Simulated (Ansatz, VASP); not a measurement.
# One calculation of SiGe2C2, two programs

```
Si Ge C
1.0
     4.87201    0.00000    0.00000
     0.00000    4.87201    0.00000
     0.00000    0.00000    3.46033
Si Ge C
1 2 2
Direct
  0.50000 0.50000 0.50000
  0.00000 0.50000 0.50000
  0.50000 0.00000 0.50000
  0.00000 0.00000 0.00000
  0.50000 0.50000 0.00000
```

Alike in both runs: functional PBE; k mesh 8 × 8 × 12; occupations gaussian, width 0.1 eV; no spin polarisation.

Ansatz relaxed the structure, and its values are those at the end. VASP's run is a single point on that final structure, the one shown.

|  | VASP | Ansatz |
| --- | --- | --- |
| version | VASP 6.6.1 | Ansatz 0.2.0 |
| potentials or method | VASP PAW PBE potentials, release 64 (Si, Ge_d, C), cutoff 520 eV | scalar-relativistic, plane waves, PAW |
| valence electrons in the cell | 40 | 40 |

Ansatz gave:

```
gap on the k mesh at the Fermi level (eV) : none
pressure (GPa)                            : 0.0
```

Estimate VASP's values.

gap on the k mesh at the Fermi level (eV): none; pressure (GPa): -0.1.

A gap of «none» marks a metal or a gap that the smearing closes. The functional is the same, so the differences come from potentials, cutoffs and numerics.
